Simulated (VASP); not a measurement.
# Zn (Fm-3m) in VASP: notebook, part 2 of 2

VASP 6.6.1. The steps go on from the part before.

### 4 Single point, LDA

This run uses another cell than the first one, of 15.17 Å³/atom, 1.064 times its volume.

The input, INCAR:

```
SYSTEM = Zn
PREC = Accurate ; ENCUT = 520
EDIFF = 1E-6 ; ISMEAR = -1
SIGMA = 0.1 ; LREAL = .FALSE.
LASPH = .TRUE. ; NELM = 100
ALGO = Normal ; ISIF = 2
LWAVE = .FALSE. ; LCHARG = .FALSE.
NBANDS = 12
```

The input, KPOINTS:

```
regular mesh
0
G
  13 13 13
  0 0 0
```

The input, POSCAR:

```
Zn
1.0
    0.0000000000      1.9647800000      1.9647800000
    1.9647800000      0.0000000000      1.9647800000
    1.9647800000      1.9647800000      0.0000000000
Zn
1
Direct
    0.0000000000      0.0000000000      0.0000000000
```

Potentials or basis: VASP PAW LDA potentials, release 64 (Zn).

Command:

```
cat potpaw_LDA.64/Zn/POTCAR > POTCAR
mpirun -np 1 vasp_std > vasp.out
```

OUTCAR:

```text
SYSTEM = Zn
   PREC = Accurate
   ENCUT = 520
   EDIFF = 1E-6
   ISMEAR = -1
   LREAL = .FALSE.
   LASPH = .TRUE.
   NELM = 100
   ISIF = 2

 ion  position               nearest neighbor table
   1  0.000  0.000  0.000-

  LATTYP: Found a face centered cubic cell.
 ALAT       =     3.9295600000

  Lattice vectors:

 A1 = (   0.0000000000,   1.9647800000,   1.9647800000)
 A2 = (   1.9647800000,   0.0000000000,   1.9647800000)
 A3 = (   1.9647800000,   1.9647800000,   0.0000000000)

Analysis of symmetry for initial positions (statically):
=====================================================================
 Subroutine PRICEL returns:
 Original cell was already a primitive cell.

 Routine SETGRP: Setting up the symmetry group for a
 face centered cubic supercell.

 Subroutine GETGRP returns: Found 48 space group operations
 (whereof 48 operations were pure point group operations)
 out of a pool of 48 trial point group operations.

The static configuration has the point symmetry O_h .

Analysis of symmetry for dynamics (positions and initial velocities):
=====================================================================
 Subroutine PRICEL returns:
 Original cell was already a primitive cell.

 Routine SETGRP: Setting up the symmetry group for a
 face centered cubic supercell.

 Subroutine GETGRP returns: Found 48 space group operations
 (whereof 48 operations were pure point group operations)
 out of a pool of 48 trial point group operations.

The dynamic configuration has the point symmetry O_h .

 Subroutine INISYM returns: Found 48 space group operations
 (whereof 48 operations are pure point group operations),
 and found     1 'primitive' translations

----------------------------------------------------------------------------------------

                                     Primitive cell

  volume of cell :      15.1695

[... 106 lines left out ...]
     AMIX_MAG =   1.60;   BMIX_MAG =  1.00
  volume/ion in A,a.u.               =      15.17       102.37
  Fermi-wavevector in a.u.,A,eV,Ry     =   1.514065  2.861169 31.189917  2.292394
  Thomas-Fermi vector in A             =   2.623773
   LORBIT       =      0    0 simple, 1 ext, 2 COOP (PROOUT), +10 PAW based schemes
   GGA     = CA    functional components
   LHFCALC =     F    Hartree Fock is set to
   AEXX    =    0.0000 exact exchange contribution
   IVDW    =     0    specifies the selected vdW correction
   LEPSILON=     F    determine dielectric tensor
   LRPA    =     F    only Hartree local field effects (RPA)
 non-spin polarized calculation
  energy-cutoff  :      520.00
  volume of cell :       15.17
 maximum number of plane-waves:       423
 NGX is ok and might be reduce to    24
   NGX = 11   NGY = 11   NGZ = 11

 number of electron      12.0000008 magnetization

 Free energy of the ion-electron system (eV)
  ---------------------------------------------------
  ext. energy  EPLUGINS =         0.00000000
  ---------------------------------------------------
  free energy    TOTEN  =        -1.80954454 eV

  energy without entropy =       -1.80001164  energy(sigma->0) =       -1.80477809

 E-fermi :   2.8291     XC(G=0): -11.9110

 val. band max:        2.7201773716   @ k =  -0.3846   0.4615   0.0769
 cond. band min:       2.8485221593   @ k =  -0.3846   0.3077   0.0000
 fundamental gap:      0.1283447877
 Fermi energy:         2.8291359175

 k-point     1 :       0.0000    0.0000    0.0000
  band No.  band energies     occupation
      1      -7.5067      2.00000
      2      -4.8472      2.00000
      3      -4.8472      2.00000
      4      -4.8472      2.00000
      5      -4.4650      2.00000
      6      -4.4650      2.00000
      7      20.9600      0.00000
      8      20.9600      0.00000
      9      20.9600      0.00000
     10      21.8889      0.00000
     11      23.9141      0.00000
     12      23.9141      0.00000
[... 331 lines left out ...]
 k-point    24 :       0.4615    0.1538    0.0000
  band No.  band energies     occupation
      1      -5.3782      2.00000
      2      -4.9064      2.00000
      3      -4.6985      2.00000
      4      -4.5678      2.00000
      5      -4.1722      2.00000
      6      -1.1659      2.00000
      7       4.3522      0.00000
      8      14.0877      0.00000
      9      15.0835      0.00000
     10      17.7956      0.00000
     11      26.1144      0.00000
     12      26.7680      0.00000

 [... further k-points ...]
[... 5 lines left out ...]
  --------------------------------------------------------------------------------------
  -------------------------------------------------------------------------------------
  Total       -0.7607924     -0.7607924     -0.7607924      0.0000000      0.0000000     -0.0000000
  in kB      -80.3535301    -80.3535301    -80.3535301      0.0000000      0.0000000     -0.0000000
  external PRESSURE =     -80.3535301 kB  Pullay stress =       0.0000000 kB

 VOLUME and BASIS-vectors are now :
 -----------------------------------------------------------------------------
  energy-cutoff  :      520.00
  volume of cell :       15.17
      direct lattice vectors                 reciprocal lattice vectors
     0.000000000  1.964780000  1.964780000    -0.254481418  0.254481418  0.254481418
     1.964780000  0.000000000  1.964780000     0.254481418 -0.254481418  0.254481418
     1.964780000  1.964780000  0.000000000     0.254481418  0.254481418 -0.254481418

 POSITION                                       TOTAL-FORCE (eV/Angst)
 -----------------------------------------------------------------------------------
      0.00000      0.00000      0.00000        -0.000000     -0.000000      0.000000
 -----------------------------------------------------------------------------------
    total drift:                                0.000000      0.000000      0.000000

  FREE ENERGIE OF THE ION-ELECTRON SYSTEM (eV)
  ---------------------------------------------------
  free  energy   TOTEN  =        -1.8095445369 eV

  energy  without entropy=       -1.8000116361  energy(sigma->0) =       -1.80477809
```

OSZICAR:

```text
N       E                     dE             d eps       ncg     rms          rms(c)
DAV:   1     0.429602457276E+02    0.42960E+02   -0.66201E+03  2080   0.161E+03
DAV:   2    -0.566051868926E+00   -0.43526E+02   -0.40685E+02  2100   0.216E+02
DAV:   3    -0.192717455865E+01   -0.13611E+01   -0.13588E+01  2332   0.379E+01
DAV:   4    -0.193041950710E+01   -0.32449E-02   -0.32448E-02  2292   0.186E+00
DAV:   5    -0.193042209781E+01   -0.25907E-05   -0.25908E-05  2320   0.508E-02    0.280E+00
DAV:   6    -0.182153047702E+01    0.10889E+00   -0.55954E-01  2436   0.151E+01    0.212E+00
DAV:   7    -0.181329112759E+01    0.82393E-02   -0.12518E-02  2264   0.223E+00    0.107E+00
DAV:   8    -0.180955400023E+01    0.37371E-02   -0.14789E-03  2728   0.490E-01    0.281E-02
DAV:   9    -0.180954482686E+01    0.91734E-05   -0.84021E-05  3076   0.144E-01    0.214E-02
DAV:  10    -0.180954453694E+01    0.28993E-06   -0.71769E-06  2208   0.465E-02
   1 F= -.18095445E+01 E0= -.18047781E+01  d E =-.953290E-02
```

stdout:

```text
POSCAR found type information on POSCAR Zn
 POSCAR found :  1 types and       1 ions
 scaLAPACK will be used
 LDA part: xc-table for (Slater(with rela. corr.)+CA(PZ))
 , standard interpolation
 POSCAR, INCAR and KPOINTS ok, starting setup
 FFT: planning ... GRIDC
 FFT: planning ... GRID_SOFT
 FFT: planning ... GRID
 WAVECAR not read
 entering main loop
```

Wall time 6.9 s (1 thread of Intel Xeon 6975P-C, shared host); peak memory 0.13 GiB.

What came out:

```yaml
Free_energy: -1.8095 eV
Pressure: -8.0 GPa
Band_gap_on_the_k_mesh: zero (band 6 reaches 3.96 eV, above the bottom of band 7 at 1.62 eV)
```

### 5 Overview

| cell | gap on the mesh (eV) | pressure (GPa) |
| --- | --- | --- |
| a = 2.722 Å, angles 60.0°, 1 atom | none | -4.0 |
| a = 2.751 Å, angles 60.0°, 1 atom | none | -6.3 |
| a = 2.779 Å, angles 60.0°, 1 atom | none | -8.0 |

Alike in all rows: task single point; level LDA; potentials or basis VASP PAW LDA potentials, release 64 (Zn); no spin polarisation; k mesh 13 × 13 × 13; cutoff (eV) 520; smearing fermi-dirac 0.1 eV.

Absolute energies hang on the potentials; compare differences alone.
